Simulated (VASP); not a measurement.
Set up this calculation in VASP 6.6.1, as the native input.

```
Task                   : relaxation of cell and atoms
Functional             : PBE
Potentials or basis    : VASP PAW PBE potentials, release 64 (In_d, Ru_pv)
Cutoff                 : 600 eV
k mesh                 : 4 × 4 × 3
Occupations            : gaussian, width 0.2 eV
Spin                   : no spin polarisation
Dipole correction      : no
Further INCAR settings : ALGO = Normal; EDIFF = 1e-06; IBRION = 2; EDIFFG = -0.08; NSW = 36; ISIF = 3
```

The structure of In4Ru lies in POSCAR:

```
In4Ru
1.0
    4.5969111500      0.0000000000      0.0000000000
   -2.2984555700      3.9810418300      0.0000000000
    0.0000000000      0.0000000000      6.5467563700
In Ru
4 1
Direct
    0.5000000000      0.0000000000      0.0000000000
    0.0000000000      0.5000000000      0.0000000000
    0.5000000000      0.5000000000      0.0000000000
    0.0000000000      0.0000000000      0.0000000000
    0.0000000000      0.0000000000      0.5000000000
```

The cell was built from a structure type or drawn by symmetry, and may not be a known phase.

These files were run (other wordings do the same):

INCAR

```
ALGO = Normal
EDIFF = 1E-6
EDIFFG = -0.08
ENCUT = 600
GGA = PE
IBRION = 2
ISIF = 3
ISMEAR = 0
LASPH = T
LCHARG = F
LREAL = F
LWAVE = F
NELM = 100
NSW = 36
PREC = Accurate
SIGMA = 0.2
```

KPOINTS

```
k-points
0
Gamma
  4 4 3
```

Potentials or basis: VASP PAW PBE potentials, release 64 (In_d, Ru_pv).

Command:

```console
$ cat potpaw_PBE.64/In_d/POTCAR potpaw_PBE.64/Ru_pv/POTCAR > POTCAR
$ mpirun -np 1 vasp_std > vasp.out
```

Results of the run:

The relaxed volume is 34.69 Å³/atom, the relaxed cell is a = 6.307 Å, b = 6.307 Å, c = 5.034 Å, α = 90.00°, β = 90.00°, γ = 120.00° and the space group after relaxing (to 0.1 Å) is P6/mmm (No. 191). The pressure after relaxing is -0.1 GPa and the band gap on the k mesh is zero (bands 33 and 34 overlap by 0.99 eV).

Caveat: the k points lie up to 0.42 Å⁻¹ apart in the final cell, too coarse for converged energies and pressures of a metal; the volume moved by over 15 % at a fixed basis, so the end points are rough; spin-orbit coupling is left out, which moves the levels of the heavy elements.

Wall time 8.1 min on 1 thread of Intel(R) Xeon(R) 6975P-C (Granite Rapids), with other jobs on the host, peak memory 0.3 GiB.
